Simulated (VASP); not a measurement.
# W (Pm-3m) in VASP: a series of runs

W is run at these levels: PBE; tasks: single point.

All numbers are computed with VASP 6.6.1; they aren't measurements. Logs are shortened: lines on timing, memory, paths and dates and some standing lists are left out, and cuts for length are marked.

**1. The cell of the first run**

It takes space group Pm-3m (No. 221, cubic). The conventional cell has a = 2.624 Å, b = 2.624 Å, c = 2.624 Å, α = 90.00°, β = 90.00°, γ = 90.00°. W (site symmetry m-3m) has 6 W at 2.62 Å within 3.5 Å.

**2. Single point, PBE**

INCAR reads:

```
SYSTEM = W
ALGO     = Normal         ! electronic algorithm
EDIFF    = 1E-6           ! SCF threshold, eV
ENCUT    = 520            ! plane-wave cutoff, eV
GGA      = PE             ! functional
ISIF     = 2              ! what is computed and relaxed
ISMEAR   = -1             ! smearing method
LASPH    = .True.         ! aspherical terms in the spheres
LCHARG   = .False.        ! write CHGCAR
LREAL    = .False.        ! projectors in reciprocal space
LWAVE    = .False.        ! write WAVECAR
NBANDS   = 13             ! bands
NELM     = 80             ! most SCF steps
PREC     = Accurate       ! precision mode
SIGMA    = 0.06122561905347299 ! smearing width, eV
```

KPOINTS reads:

```
k-points
0
Gamma
  21 21 21
  0 0 0
```

POSCAR reads:

```
W
1.0
    2.6242578050      0.0000000000      0.0000000000
    0.0000000000      2.6242578050      0.0000000000
    0.0000000000      0.0000000000      2.6242578050
W
1
Direct
    0.0000000000      0.0000000000      0.0000000000
```

Potentials or basis: VASP PAW PBE potentials, release 64 (W_sv).

Command:

```
cat potpaw_PBE.64/W_sv/POTCAR > POTCAR
mpirun -np 1 vasp_std > vasp.out
```

OUTCAR:

```text
SYSTEM = W
   EDIFF = 1E-6
   ENCUT = 520
   GGA = PE
   ISIF = 2
   ISMEAR = -1
   LASPH = .True.
   LREAL = .False.
   NELM = 80
   PREC = Accurate

 ion  position               nearest neighbor table
   1  0.000  0.000  0.000-

  LATTYP: Found a simple cubic cell.
 ALAT       =     2.6242578050

  Lattice vectors:

 A1 = (   2.6242578050,   0.0000000000,   0.0000000000)
 A2 = (   0.0000000000,   2.6242578050,   0.0000000000)
 A3 = (   0.0000000000,   0.0000000000,   2.6242578050)

Analysis of symmetry for initial positions (statically):
=====================================================================
 Subroutine PRICEL returns:
 Original cell was already a primitive cell.

 Routine SETGRP: Setting up the symmetry group for a
 simple cubic supercell.

 Subroutine GETGRP returns: Found 48 space group operations
 (whereof 48 operations were pure point group operations)
 out of a pool of 48 trial point group operations.

The static configuration has the point symmetry O_h .

Analysis of symmetry for dynamics (positions and initial velocities):
=====================================================================
 Subroutine PRICEL returns:
 Original cell was already a primitive cell.

 Routine SETGRP: Setting up the symmetry group for a
 simple cubic supercell.

 Subroutine GETGRP returns: Found 48 space group operations
 (whereof 48 operations were pure point group operations)
 out of a pool of 48 trial point group operations.

The dynamic configuration has the point symmetry O_h .

 Subroutine INISYM returns: Found 48 space group operations
 (whereof 48 operations are pure point group operations),
 and found     1 'primitive' translations

----------------------------------------------------------------------------------------

                                     Primitive cell

  volume of cell :      18.0726

  direct lattice vectors                    reciprocal lattice vectors
     2.624257805  0.000000000  0.000000000     0.381060122  0.000000000  0.000000000
     0.000000000  2.624257805  0.000000000     0.000000000  0.381060122  0.000000000
     0.000000000  0.000000000  2.624257805     0.000000000  0.000000000  0.381060122

  length of vectors
     2.624257805  2.624257805  2.624257805     0.381060122  0.381060122  0.381060122

  position of ions in fractional coordinates (direct lattice)
     0.000000000  0.000000000  0.000000000

  ion indices of the primitive-cell ions
   primitive index   ion index
[... 75 lines left out ...]
   EDIFFG = 0.1E-04   stopping-criterion for IOM
   NSW    =      0    number of steps for IOM
   IBRION =     -1    ionic relax: 0-MD 1-quasi-New 2-CG
   NFREE  =      0    steps in history (QN), initial steepest desc. (CG)
   ISIF   =      2    stress and relaxation
   ISYM   =      2    0-nonsym 1-usesym 2-fastsym
   POTIM  = 0.5000    time-step for ionic-motion
   TEBEG  =    0.0;   TEEND  =   0.0 temperature during run
   PSTRESS=    0.0 pullay stress
   NELECT =      14.0000    total number of electrons
   NUPDOWN=      -1.0000    fix difference up-down
   EMIN   =  10.00;   EMAX   =-10.00  energy-range for DOS
   EFERMI =   0.00;   METHOD = LEGACY
   ISMEAR =    -1;   SIGMA  =   0.06  broadening in eV -4-tet -1-fermi 0-gaus
   EFERMI_NEDOS =   21; number of points for ismear=-14 and -15
   IALGO  =     38    algorithm
   IMIX   =      4    mixing-type and parameters
     AMIX     =   0.40;   BMIX     =  1.00
     AMIX_MAG =   1.60;   BMIX_MAG =  1.00
  volume/ion in A,a.u.               =      18.07       121.96
  Fermi-wavevector in a.u.,A,eV,Ry     =   1.503526  2.841253 30.757210  2.260591
  Thomas-Fermi vector in A             =   2.614625
   LORBIT       =      0    0 simple, 1 ext, 2 COOP (PROOUT), +10 PAW based schemes
   GGA     = PE    functional components
   LHFCALC =     F    Hartree Fock is set to
   AEXX    =    0.0000 exact exchange contribution
   IVDW    =     0    specifies the selected vdW correction
   LEPSILON=     F    determine dielectric tensor
   LRPA    =     F    only Hartree local field effects (RPA)
 non-spin polarized calculation
  energy-cutoff  :      520.00
  volume of cell :       18.07
 maximum number of plane-waves:       500
 NGX is ok and might be reduce to    20
   NGX =  9   NGY =  9   NGZ =  9

 number of electron      14.0000002 magnetization

 Free energy of the ion-electron system (eV)
  ---------------------------------------------------
  ext. energy  EPLUGINS =         0.00000000
  ---------------------------------------------------
  free energy    TOTEN  =       -11.50869586 eV

  energy without entropy =      -11.49559937  energy(sigma->0) =      -11.50214762

 E-fermi :   9.5513     XC(G=0): -12.7634

 val. band max:        9.5321036726   @ k =   0.3333   0.2857   0.0952
 cond. band min:       9.5537714966   @ k =   0.3333   0.1905   0.1905
 fundamental gap:      0.0216678239
 Fermi energy:         9.5512875264

 k-point     1 :       0.0000    0.0000    0.0000
  band No.  band energies     occupation
      1     -64.5523      2.00000
      2     -28.1456      2.00000
      3     -28.1456      2.00000
      4     -28.1456      2.00000
      5       0.9007      2.00000
      6       5.1438      2.00000
      7       5.1438      2.00000
      8      14.3251      0.00000
      9      14.3251      0.00000
     10      14.3251      0.00000
     11      24.2995      0.00000
     12      24.2995      0.00000
     13      24.2995      0.00000
[... 354 lines left out ...]
  band No.  band energies     occupation
      1     -64.5115      2.00000
      2     -28.5759      2.00000
      3     -28.2292      2.00000
      4     -28.0977      2.00000
      5       2.2518      2.00000
      6       5.6744      2.00000
      7       6.5068      2.00000
      8      12.2014      0.00000
      9      12.8017      0.00000
     10      14.0158      0.00000
     11      21.1361      0.00000
     12      24.8039      0.00000
     13      27.1055      0.00000

 [... further k-points ...]
[... 5 lines left out ...]
  --------------------------------------------------------------------------------------
  -------------------------------------------------------------------------------------
  Total        0.4426328      0.4426328      0.4426328      0.0000000      0.0000000      0.0000000
  in kB       39.2405129     39.2405129     39.2405129      0.0000000      0.0000000      0.0000000
  external PRESSURE =      39.2405129 kB  Pullay stress =       0.0000000 kB

 VOLUME and BASIS-vectors are now :
 -----------------------------------------------------------------------------
  energy-cutoff  :      520.00
  volume of cell :       18.07
      direct lattice vectors                 reciprocal lattice vectors
     2.624257805  0.000000000  0.000000000     0.381060122  0.000000000  0.000000000
     0.000000000  2.624257805  0.000000000     0.000000000  0.381060122  0.000000000
     0.000000000  0.000000000  2.624257805     0.000000000  0.000000000  0.381060122

 POSITION                                       TOTAL-FORCE (eV/Angst)
 -----------------------------------------------------------------------------------
      0.00000      0.00000      0.00000         0.000000      0.000000      0.000000
 -----------------------------------------------------------------------------------
    total drift:                               -0.000000      0.000000      0.000000

  FREE ENERGIE OF THE ION-ELECTRON SYSTEM (eV)
  ---------------------------------------------------
  free  energy   TOTEN  =       -11.5086958624 eV

  energy  without entropy=      -11.4955993716  energy(sigma->0) =      -11.50214762
```

Run time: 14 s. Hardware: 1 thread of Intel Xeon 6975P-C (Granite Rapids), shared host; peak memory 0.17 GiB.

What came out:

- Free energy: -11.5087 eV
- Pressure: 3.9 GPa
- Band gap on the k mesh: zero (band 7 reaches 11.43 eV, above the bottom of band 8 at 8.49 eV)

Caveat: spin-orbit coupling is left out, which moves the levels of the heavy elements.

**3. Single point, PBE**

This run uses another cell than the first one, of 18.44 Å³/atom, 1.020 times its volume.

INCAR reads:

```
ALGO = Normal
EDIFF = 1E-6
ENCUT = 520
GGA = PE
ISIF = 2
ISMEAR = -1
LASPH = T
LCHARG = F
LREAL = F
LWAVE = F
NBANDS = 13
NELM = 80
PREC = Accurate
SIGMA = 0.06122561905347299
```

KPOINTS reads:

```
k-points
0
Gamma
  21 21 21
```

POSCAR reads:

```
W
1.0
    2.6419898145      0.0000000000      0.0000000000
    0.0000000000      2.6419898145      0.0000000000
    0.0000000000      0.0000000000      2.6419898145
W
1
Direct
    0.0000000000      0.0000000000      0.0000000000
```

Potentials or basis: VASP PAW PBE potentials, release 64 (W_sv).

Command:

```
cat potpaw_PBE.64/W_sv/POTCAR > POTCAR
mpirun -np 1 vasp_std > vasp.out
```

Wall time 15 s (1 thread of Intel Xeon 6975P-C (Granite Rapids), shared host); peak memory 0.17 GiB.

Results (log left out):

* Free energy: -11.5127 eV
* Pressure: -0.5 GPa
* Band gap on the k mesh: zero (band 7 reaches 11.13 eV, above the bottom of band 8 at 8.28 eV)

Levels at points of the mesh, in eV from the Fermi level:
```tsv
k point	band 4	band 5	band 6	band 7	band 8	band 9	band 10	band 11
(0.00, 0.00, 0.00)	-37.74	-8.54	-4.29	-4.29	4.65	4.65	4.65	14.58
```

Caveat: spin-orbit coupling is left out, which moves the levels of the heavy elements.

**4. Single point, PBE**

This run uses another cell than the first one, of 18.44 Å³/atom, 1.020 times its volume.

INCAR reads:

```
SYSTEM = W
PREC     = Accurate       ! precision mode
ENCUT    = 520            ! plane-wave cutoff, eV
EDIFF    = 1E-7           ! SCF threshold, eV
ISMEAR   = -1             ! smearing method
SIGMA    = 0.06122561905347299 ! smearing width, eV
LREAL    = .False.        ! projectors in reciprocal space
LASPH    = .True.         ! aspherical terms in the spheres
NELM     = 100            ! most SCF steps
ALGO     = Normal         ! electronic algorithm
ISIF     = 2              ! what is computed and relaxed
LWAVE    = .False.        ! write WAVECAR
LCHARG   = .False.        ! write CHGCAR
GGA      = PE             ! functional
NBANDS   = 13             ! bands
```

KPOINTS reads:

```
regular mesh
0
Gamma
  21 21 21
  0 0 0
```

POSCAR is that of step 3.

Command:

```
cat potpaw_PBE.64/W_sv/POTCAR > POTCAR
mpirun -np 1 vasp_std > vasp.out
```

It took 16 s on 1 thread of Intel Xeon 6975P-C (Granite Rapids), shared host; peak memory 0.17 GiB.

The run converged. Its results:

```yaml
Free_energy: -11.5127 eV
Pressure: -0.5 GPa
Band_gap_on_the_k_mesh: zero (band 7 reaches 11.13 eV, above the bottom of band 8 at 8.28 eV)
```

Levels at points of the mesh, in eV from the Fermi level:
```tsv
k point	band 4	band 5	band 6	band 7	band 8	band 9	band 10	band 11
(0.00, 0.00, 0.00)	-37.74	-8.54	-4.29	-4.29	4.65	4.65	4.65	14.58
```

Caveat: spin-orbit coupling is left out, which moves the levels of the heavy elements.
